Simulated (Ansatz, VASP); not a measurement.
# Two plane-wave programs on Al2Cu

```
Cu Al
1.0
    -3.03350    3.03350    2.43850
     3.03350   -3.03350    2.43850
     3.03350    3.03350   -2.43850
Cu Al
2 4
Direct
  0.25000 0.25000 0.00000
  0.75000 0.75000 0.00000
  0.34190 0.15810 0.50000
  0.84190 0.34190 0.18380
  0.65810 0.84190 0.50000
  0.15810 0.65810 0.81620
```

Alike in both runs: functional RPBE; k mesh 7 × 7 × 7; occupations fermi-dirac, width 0.05 eV; no spin polarisation.

```csv
,VASP,Ansatz
version,VASP 6.6.1,Ansatz 0.2.0
potentials or method,"VASP PAW PBE potentials, release 64 (Cu, Al)",Ansatz PAW
plane-wave cutoff (eV),520,420
valence electrons in the cell,34,50
task,single point,band structure
```

|  | VASP | Ansatz | Ansatz less VASP |
| --- | --- | --- | --- |
| gap on the k mesh at the Fermi level (eV) | none | none | - |
| pressure (GPa) | 2.1 | 2.1 | -0.01 |
| traceless stress, the component that is largest in VASP (GPa) | 0.48 | 0.48 | 0.000 |
| rms of the force components (eV/Å) | 0.014 | 0.011 | -0.0029 |

VASP's potentials were made for PBE, not for RPBE. Atom by atom the forces differ by 0.003 eV/Å (rms over components). A gap of «none» marks a metal or a gap that the smearing closes. With one functional, cell and mesh, what is left measures potentials, basis and numerics. VASP's potentials hold 34 valence electrons a cell and Ansatz's 50, so a difference there can come from the potentials and not from the codes.
